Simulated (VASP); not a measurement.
# Ag (I4/mmm) in VASP: a series of runs, part 2 of 2

VASP 6.6.1.

## Step 4: Single point, r2SCAN (strain -0.025 along x and y, -0.050 along z)

POSCAR

```
Ag
1.0
   -1.5934109572      1.5934109572      1.5525542660
    1.5934109572     -1.5934109572      1.5525542660
    1.5934109572      1.5934109572     -1.5525542660
Ag
1
Direct
    0.0000000000      0.0000000000      0.0000000000
```

INCAR.step1

```
PREC     = Accurate       # precision mode
ENCUT    = 520            # plane-wave cutoff, eV
ISMEAR   = 0              # smearing method
SIGMA    = 0.15           # smearing width, eV
LREAL    = False          # projectors in reciprocal space
LASPH    = True           # aspherical terms in the spheres
NELM     = 60             # most SCF steps
NBANDS   = 12             # bands
GGA      = PE             # functional
ALGO     = Normal         # electronic algorithm
EDIFF    = 1E-4           # SCF threshold, eV
LWAVE    = True           # write WAVECAR
LCHARG   = False          # write CHGCAR
```

INCAR.step2

```
PREC     = Accurate       # precision mode
ENCUT    = 520            # plane-wave cutoff, eV
EDIFF    = 1E-6           # SCF threshold, eV
ISMEAR   = 0              # smearing method
SIGMA    = 0.15           # smearing width, eV
LREAL    = False          # projectors in reciprocal space
LASPH    = True           # aspherical terms in the spheres
NELM     = 60             # most SCF steps
ALGO     = Normal         # electronic algorithm
ISIF     = 2              # what is computed and relaxed
LWAVE    = False          # write WAVECAR
LCHARG   = False          # write CHGCAR
METAGGA  = R2SCAN         # meta-GGA
LMIXTAU  = True         
NBANDS   = 12             # bands
ISTART   = 1
```

KPOINTS

```
Automatic mesh
0
Gamma
  26 26 26
```

Potentials or basis: VASP PAW PBE potentials, release 64 (Ag).

The run is started by

```bash
$ cat potpaw_PBE.64/Ag/POTCAR > POTCAR
$ cp INCAR.step1 INCAR
$ mpirun -np 1 vasp_std > vasp.out
$ cp INCAR.step2 INCAR
$ mpirun -np 1 vasp_std > vasp.out
```

OUTCAR:

```text
PREC = Accurate
   ENCUT = 520
   EDIFF = 1E-6
   ISMEAR = 0
   LREAL = False
   LASPH = True
   NELM = 60
   ISIF = 2
   METAGGA = R2SCAN
   ISTART = 1

 ion  position               nearest neighbor table
   1  0.000  0.000  0.000-

  LATTYP: Found a body centered tetragonal cell.
 ALAT       =     3.1868219144
 C/A-ratio  =     0.9743589744

  Lattice vectors:

 A1 = (  -1.5934109572,   1.5934109572,   1.5525542660)
 A2 = (   1.5934109572,  -1.5934109572,   1.5525542660)
 A3 = (   1.5934109572,   1.5934109572,  -1.5525542660)

Analysis of symmetry for initial positions (statically):
=====================================================================
 Subroutine PRICEL returns:
 Original cell was already a primitive cell.

 Routine SETGRP: Setting up the symmetry group for a
 body centered tetragonal supercell.

 Subroutine GETGRP returns: Found 16 space group operations
 (whereof 16 operations were pure point group operations)
 out of a pool of 16 trial point group operations.

The static configuration has the point symmetry D_4h.

Analysis of symmetry for dynamics (positions and initial velocities):
=====================================================================
 Subroutine PRICEL returns:
 Original cell was already a primitive cell.

 Routine SETGRP: Setting up the symmetry group for a
 body centered tetragonal supercell.

 Subroutine GETGRP returns: Found 16 space group operations
 (whereof 16 operations were pure point group operations)
 out of a pool of 16 trial point group operations.

The dynamic configuration has the point symmetry D_4h.

 Subroutine INISYM returns: Found 16 space group operations
 (whereof 16 operations are pure point group operations),
 and found     1 'primitive' translations

----------------------------------------------------------------------------------------

                                     Primitive cell

  volume of cell :      15.7675

  direct lattice vectors                    reciprocal lattice vectors
    -1.593410957  1.593410957  1.552554266     0.000000000  0.313792244  0.322049935
     1.593410957 -1.593410957  1.552554266     0.313792244  0.000000000  0.322049935
     1.593410957  1.593410957 -1.552554266     0.313792244  0.313792244  0.000000000

  length of vectors
     2.736483456  2.736483456  2.736483456     0.449646231  0.449646231  0.443769247

  position of ions in fractional coordinates (direct lattice)
     0.000000000  0.000000000  0.000000000

  ion indices of the primitive-cell ions
   primitive index   ion index
                 1           1

----------------------------------------------------------------------------------------

 KPOINTS: Automatic mesh

Automatic generation of k-mesh.
 Grid dimensions read from file:
 generate k-points for:   26   26   26

 Generating k-lattice:

  Cartesian coordinates                     Fractional coordinates (reciprocal lattice)
     0.000000000  0.012068932  0.012386536     0.038461538  0.000000000  0.000000000
     0.012068932  0.000000000  0.012386536     0.000000000  0.038461538  0.000000000
     0.012068932  0.012068932  0.000000000     0.000000000  0.000000000  0.038461538

  Length of vectors
     0.017294086  0.017294086  0.017068048

  Shift w.r.t. Gamma in fractional coordinates (k-lattice)
     0.000000000  0.000000000  0.000000000

 Subroutine IBZKPT returns following result:
 ===========================================

 Found   1330 irreducible k-points:

 Following reciprocal coordinates:
            Coordinates               Weight
  0.000000  0.000000  0.000000      1.000000
  0.038462  0.000000  0.000000      8.000000
  0.076923  0.000000  0.000000      8.000000
  0.115385  0.000000 -0.000000      8.000000
  0.153846  0.000000 -0.000000      8.000000
  0.192308  0.000000  0.000000      8.000000
[... 16 lines left out ...]
  0.346154  0.038462 -0.000000     16.000000
  0.384615  0.038462 -0.000000     16.000000
 [... further k-points ...]
   k-points           NKPTS =   1330   k-points in BZ     NKDIM =   1330   number of bands    NBANDS=     12
   number of dos      NEDOS =    301   number of ions     NIONS =      1
   total plane-waves  NPLWV =   8000
   dimension x,y,z NGX =    20 NGY =   20 NGZ =   20
   dimension x,y,z NGXF=    40 NGYF=   40 NGZF=   40
   ions per type =               1
   NGX,Y,Z   is equivalent  to a cutoff of  12.15, 12.15, 12.15 a.u.
   NGXF,Y,Z  is equivalent  to a cutoff of  24.30, 24.30, 24.30 a.u.
 SYSTEM =  unknown system
   PREC   = accura    normal or accurate (medium, high low for compatibility)
   ISTART =      1    job   : 0-new  1-cont  2-samecut
   ICHARG =      0    charge: 1-file 2-atom 10-const
   ISPIN  =      1    spin polarized calculation?
   LNONCOLLINEAR =      F non collinear calculations
   LSORBIT =      F    spin-orbit coupling
   LASPH  =      T    aspherical Exc in radial PAW
   ENCUT  =  520.0 eV  38.22 Ry    6.18 a.u.   5.09  5.09  5.09*2*pi/ulx,y,z
   NELM   =     60;   NELMIN=  2; NELMDL=  0     # of ELM steps
   EDIFF  = 0.1E-05   stopping-criterion for ELM
   LREAL  =      F    real-space projection
   EDIFFG = 0.1E-04   stopping-criterion for IOM
   NSW    =      0    number of steps for IOM
   IBRION =     -1    ionic relax: 0-MD 1-quasi-New 2-CG
   NFREE  =      0    steps in history (QN), initial steepest desc. (CG)
   ISIF   =      2    stress and relaxation
   ISYM   =      2    0-nonsym 1-usesym 2-fastsym
   POTIM  = 0.5000    time-step for ionic-motion
   TEBEG  =    0.0;   TEEND  =   0.0 temperature during run
   PSTRESS=    0.0 pullay stress
   NELECT =      11.0000    total number of electrons
   NUPDOWN=      -1.0000    fix difference up-down
   EMIN   =  10.00;   EMAX   =-10.00  energy-range for DOS
   EFERMI =   0.00;   METHOD = LEGACY
   ISMEAR =     0;   SIGMA  =   0.15  broadening in eV -4-tet -1-fermi 0-gaus
   EFERMI_NEDOS =   21; number of points for ismear=-14 and -15
   IALGO  =     38    algorithm
   IMIX   =      4    mixing-type and parameters
     AMIX     =   0.40;   BMIX     =  1.00
     AMIX_MAG =   1.60;   BMIX_MAG =  1.00
  volume/ion in A,a.u.               =      15.77       106.40
  Fermi-wavevector in a.u.,A,eV,Ry     =   1.451950  2.743787 28.683234  2.108158
  Thomas-Fermi vector in A             =   2.569388
   LORBIT       =      0    0 simple, 1 ext, 2 COOP (PROOUT), +10 PAW based schemes
   METAGGA = R2SCAN    functional components
   LHFCALC =     F    Hartree Fock is set to
   AEXX    =    0.0000 exact exchange contribution
   IVDW    =     0    specifies the selected vdW correction
   LEPSILON=     F    determine dielectric tensor
   LRPA    =     F    only Hartree local field effects (RPA)
 non-spin polarized calculation
 Gauss-broadening in eV      SIGMA  =   0.15
  energy-cutoff  :      520.00
  volume of cell :       15.77
 maximum number of plane-waves:       437
   NGX = 11   NGY = 11   NGZ = 11

 number of electron      11.0000005 magnetization

 Free energy of the ion-electron system (eV)
  ---------------------------------------------------
  ext. energy  EPLUGINS =         0.00000000
  ---------------------------------------------------
  free energy    TOTEN  =       -21.26143003 eV

  energy without entropy =      -21.25743625  energy(sigma->0) =      -21.25943314

 E-fermi :   9.5965     XC(G=0): -13.5253

 val. band max:        9.5954470626   @ k =  -0.4615   0.5000   0.0385
 cond. band min:       9.5980330944   @ k =   0.5000   0.3077   0.0385
 fundamental gap:      0.0025860318
 Fermi energy:         9.5964749023

 k-point     1 :       0.0000    0.0000    0.0000
  band No.  band energies     occupation
      1       0.9902      2.00000
      2       3.8895      2.00000
      3       4.0310      2.00000
      4       4.0310      2.00000
      5       5.4393      2.00000
      6       5.6007      2.00000
      7      28.4116      0.00000
      8      28.4116      0.00000
      9      28.9347      0.00000
     10      35.8002      0.00000
     11      35.9123      0.00000
     12      36.1789      0.00000
[... 331 lines left out ...]
 k-point    24 :       0.3846    0.0385   -0.0000
  band No.  band energies     occupation
      1       2.3974      2.00000
      2       3.0966      2.00000
      3       5.4183      2.00000
      4       5.6920      2.00000
      5       6.3292      2.00000
      6       7.9956      2.00000
      7      16.6012      0.00000
      8      23.9877      0.00000
      9      25.7529      0.00000
     10      31.0757      0.00000
     11      32.6308      0.00000
     12      36.1716      0.00000

 [... further k-points ...]
[... 5 lines left out ...]
  --------------------------------------------------------------------------------------
  -------------------------------------------------------------------------------------
  Total        1.3511835      1.3511835      1.3094887      0.0000000      0.0000000      0.0000000
  in kB      137.2974714    137.2974714    133.0607461      0.0000000      0.0000000      0.0000000
  external PRESSURE =     135.8852296 kB  Pullay stress =       0.0000000 kB

 VOLUME and BASIS-vectors are now :
 -----------------------------------------------------------------------------
  energy-cutoff  :      520.00
  volume of cell :       15.77
      direct lattice vectors                 reciprocal lattice vectors
    -1.593410957  1.593410957  1.552554266     0.000000000  0.313792244  0.322049935
     1.593410957 -1.593410957  1.552554266     0.313792244  0.000000000  0.322049935
     1.593410957  1.593410957 -1.552554266     0.313792244  0.313792244  0.000000000

 POSITION                                       TOTAL-FORCE (eV/Angst)
 -----------------------------------------------------------------------------------
      0.00000      0.00000      0.00000        -0.000000      0.000000      0.000000
 -----------------------------------------------------------------------------------
    total drift:                                0.000000     -0.000000      0.000000

  FREE ENERGIE OF THE ION-ELECTRON SYSTEM (eV)
  ---------------------------------------------------
  free  energy   TOTEN  =       -21.2614300275 eV

  energy  without entropy=      -21.2574362501  energy(sigma->0) =      -21.25943314
```

Wall time 14 min (1 thread of Intel Xeon 8259CL, shared host); peak memory 0.34 GiB.

Results:

| Property | Result |
| --- | --- |
| Free energy | -21.2614 eV |
| Pressure | 13.6 GPa |
| Band gap on the k mesh | zero (an odd number of electrons rules out a gap without spin polarisation) |

Levels at points of the mesh, in eV from the Fermi level:
```csv
k point,band 2,band 3,band 4,band 5,band 6,band 7,band 8,band 9,band 10,band 11
"(0.00, 0.00, 0.00)",-5.71,-5.57,-5.57,-4.16,-4.00,18.82,18.82,19.34,26.20,26.32
"(0.50, 0.00, 0.00)",-6.59,-4.10,-3.87,-2.86,-0.17,4.88,14.05,15.68,21.59,22.99
"(0.50, 0.50, 0.00)",-6.43,-4.24,-3.97,-2.89,-0.35,4.59,14.46,16.35,22.07,23.68
"(0.50, 0.50, 0.50)",-7.33,-3.17,-3.17,-3.13,7.21,7.21,8.05,14.29,14.43,15.25
```

Caveat: the cell differs from its parent crystal (strain -0.025 along x and y, -0.050 along z); the cell stands under pressure; the PAW data sets were made with another functional, which shifts forces and pressure a little.

## Step 5: The runs side by side

| cell | gap on the mesh (eV) | pressure (GPa) |
| --- | --- | --- |
| a = 2.878 Å, angles 108.8, 108.8, 110.8°, 1 atom | none | -4.4 |
| a = 2.737 Å, angles 110.9, 110.9, 106.7°, 1 atom | none | 13.7 |
| a = 2.736 Å, angles 108.8, 108.8, 110.9°, 1 atom | none | 13.6 |

Alike in all rows: task single point; level r2SCAN; potentials or basis VASP PAW PBE potentials, release 64 (Ag); no spin polarisation; k mesh 26 × 26 × 26; cutoff (eV) 520; smearing gaussian 0.15 eV.

Caveats: the PAW data sets were made with another functional, which shifts forces and pressure a little; the cell stands under pressure (at least some runs); the cell stands under tension (at least some runs).

Absolute energies hang on the potentials; compare differences alone.
